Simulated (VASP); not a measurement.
B: single point with PBE

Crystal: B.

```
CELL_PARAMETERS angstrom
1.77783 0.00000 0.00000
0.00000 1.77783 0.00000
0.00000 0.00000 1.77783
ATOMIC_POSITIONS crystal
B 0.00000 0.00000 0.00000
```

This cell differs from its parent crystal: volume scaled by 0.84.

```
Program             : VASP 6.6.1
Task                : single point
Functional          : PBE
Potentials or basis : VASP PAW PBE potentials, release 64 (B)
Cutoff              : 520 eV
k mesh              : 22 × 22 × 22
Occupations         : fermi-dirac, width 0.05 eV
Spin                : no spin polarisation
```

- Pressure: 56.2 GPa

Levels at points of the mesh, in eV from the Fermi level:
```tsv
k point	band 1	band 2	band 3	band 4	band 5	band 6
(0.00, 0.00, 0.00)	-17.58	15.65	15.65	15.65	26.35	26.35
(0.50, 0.00, 0.00)	-9.73	-6.38	20.32	20.32	33.53	34.72
(0.50, 0.50, 0.00)	-2.39	-2.39	6.09	8.23	24.14	45.10
(0.50, 0.50, 0.50)	3.93	3.93	3.93	17.80	17.80	17.80
```

Wall time 7 s on 1 thread of Intel(R) Xeon(R) Platinum 8488C (Sapphire Rapids), on a shared host, peak memory 0.11 GiB.
